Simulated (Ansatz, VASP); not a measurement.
# Sn: VASP beside Ansatz

```xyz
6
Lattice="6.5203 0.0000 0.5978 0.0000 5.4630 0.0000 -2.3336 0.0000 4.4478" Properties=species:S:1:pos:R:3 pbc="T T T"
Sn    0.0000    0.0000    0.0000
Sn   -1.1668    2.7315    2.2239
Sn    1.7834    2.7309    0.9409
Sn    3.5701    5.4624    1.8808
Sn    2.4033    2.7321    4.1047
Sn    0.6166    0.0006    3.1648
```

Alike in both runs: functional PBE; k mesh 4 × 4 × 4; occupations gaussian, width 0.1 eV; no spin polarisation.

Ansatz relaxed the structure, and its values are those at the end. VASP's run is a single point on that final structure, the one shown.

|  | VASP | Ansatz |
| --- | --- | --- |
| version | VASP 6.6.1 | Ansatz 0.2.0 |
| potentials or method | VASP PAW PBE potentials, release 64 (Sn_d), cutoff 520 eV | scalar-relativistic, plane waves, PAW |
| valence electrons in the cell | 84 | 84 |

Ansatz gave:

- gap on the k mesh at the Fermi level (eV): none
- pressure (GPa): 0.0

Q: What did VASP give for the same quantities?

A: gap on the k mesh at the Fermi level (eV): none; pressure (GPa): -0.2.

A gap of «none» marks a metal or a gap that the smearing closes. The functional is the same, so the differences come from potentials, cutoffs and numerics.
